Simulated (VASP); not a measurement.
SnSe, 2 atoms in the cell. Symmetry: F-43m, No. 216, cubic system. Conventional cell: a = 6.728 Å, b = 6.728 Å, c = 6.728 Å, α = 90.00°, β = 90.00°, γ = 90.00°. Within 3.8 Å of Sn (site symmetry -43m) lie 4 Se at 2.91 Å. Se (site symmetry -43m) has 4 Sn at 2.91 Å within 3.8 Å. 

* Program: VASP 6.6.1
* Task: single point
* Functional: r2SCAN
* Potentials or basis: VASP PAW PBE potentials, release 64 (Sn_d, Se)
* Cutoff: 520 eV
* k mesh: 6 × 6 × 6
* Occupations: fermi-dirac, width 0.02 eV
* Spin: no spin polarisation
* Dipole correction: no
* Further INCAR settings: ALGO = Normal; EDIFF = 1e-07; NBANDS = 17

Potentials or basis: VASP PAW PBE potentials, release 64 (Sn_d, Se).

Launch:

```console
$ cat potpaw_PBE.64/Sn_d/POTCAR potpaw_PBE.64/Se/POTCAR > POTCAR
$ cp INCAR.step1 INCAR
$ mpirun -np 1 vasp_std > vasp.out
$ cp INCAR.step2 INCAR
$ mpirun -np 1 vasp_std > vasp.out
```

Hardware: 1 thread of Intel(R) Xeon(R) Platinum 8488C (Sapphire Rapids), with other jobs on the host.

Q: How long does it take, and how much memory?

A: Run time: 93 s on 1 thread of Intel(R) Xeon(R) Platinum 8488C (Sapphire Rapids) (shared host), peak memory 0.21 GiB. Counts: k points 16.
